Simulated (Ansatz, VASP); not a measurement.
**Mn2RuN3 in VASP and in Ansatz**

```
CELL_PARAMETERS angstrom
3.76443 0.00000 0.00000
-1.88221 3.26009 0.00000
0.00000 0.00000 7.09593
ATOMIC_POSITIONS crystal
Mn 0.33333 0.66667 0.50000
Mn 0.33333 0.66667 0.00000
Ru 0.66667 0.33333 0.50000
N 0.33333 0.66667 0.25508
N 0.33333 0.66667 0.74492
N 0.66667 0.33333 0.00000
```

Alike in both runs: functional PBE; k mesh 6 × 6 × 2; occupations gaussian, width 0.1 eV; collinear spin.

Ansatz relaxed the structure, and its values are those at the end. VASP's run is a single point on that final structure, the one shown.

```csv
,VASP,Ansatz
version,VASP 6.6.1,Ansatz 0.2.0
potentials or method,"VASP PAW PBE potentials, release 64 (Mn_pv, Ru_pv, N), cutoff 520 eV","scalar-relativistic, plane waves, PAW"
valence electrons in the cell,55,61
```

|  | VASP | Ansatz | Ansatz less VASP |
| --- | --- | --- | --- |
| gap on the k mesh at the Fermi level (eV) | none | none | - |
| pressure (GPa) | -4.9 | 0.0 | +4.94 |
| rms of the force components (eV/Å) | 0.247 | 0.001 | -0.2463 |
| net moment per atom (μB) | 0.23 | 0.41 | +0.181 |
| size of the moment on the site where the two differ most (μB) | 0.08 | 2.25 | +2.164 |

The net moments are unlike, so the other rows may belong to different states. Site moments also hang on the region over which each program counts them. A gap of «none» marks a metal or a gap that the smearing closes. VASP's potentials hold 55 valence electrons a cell and Ansatz's 61, so a difference there can come from the potentials and not from the codes.

The k mesh is coarse, so the values compare programs but aren't converged.
